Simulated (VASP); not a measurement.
Here is a VASP 6.6.1 calculation.

The input INCAR:

```
ALGO     = Normal         # electronic algorithm
EDIFF    = 1E-7           # SCF threshold, eV
ENCUT    = 520            # plane-wave cutoff, eV
GGA      = PE             # functional
ISIF     = 2              # what is computed and relaxed
ISMEAR   = 0              # smearing method
LASPH    = T              # aspherical terms in the spheres
LCHARG   = F              # write CHGCAR
LREAL    = F              # projectors in reciprocal space
LWAVE    = F              # write WAVECAR
NBANDS   = 26             # bands
NELM     = 100            # most SCF steps
PREC     = Accurate       # precision mode
SIGMA    = 0.02           # smearing width, eV
```

Contents of KPOINTS:

```
k-points
0
Gamma
  12 12 4
```

POSCAR

```
ZnS
1.0
    3.8440669355      0.0000000000      0.0000000000
   -1.9220334677      3.3290596200      0.0000000000
    0.0000000000      0.0000000000      6.1785502001
Zn S
2 2
Direct
    0.3333333333      0.6666666667     -0.0015722767
    0.6666666667      0.3333333333      0.4984277233
    0.3333333333      0.6666666667      0.3765722767
    0.6666666667      0.3333333333      0.8765722767
```

Potentials or basis: VASP PAW PBE potentials, release 64 (Zn, S).

Launch:

```console
$ cat potpaw_PBE.64/Zn/POTCAR potpaw_PBE.64/S/POTCAR > POTCAR
$ mpirun -np 1 vasp_std > vasp.out
```

Predict the pressure.

1.7 GPa.

Predict the band gap on the k mesh.

2.21 eV.

Stress tensor (GPa, compression positive):
```
1.05 0.00 0.00
0.00 1.05 0.00
0.00 0.00 3.01
```

Caveat: the cell differs from its parent crystal (strain along c alone, the other axes held: -2.0 %, then relaxed in part). A k mesh can miss the band edges.
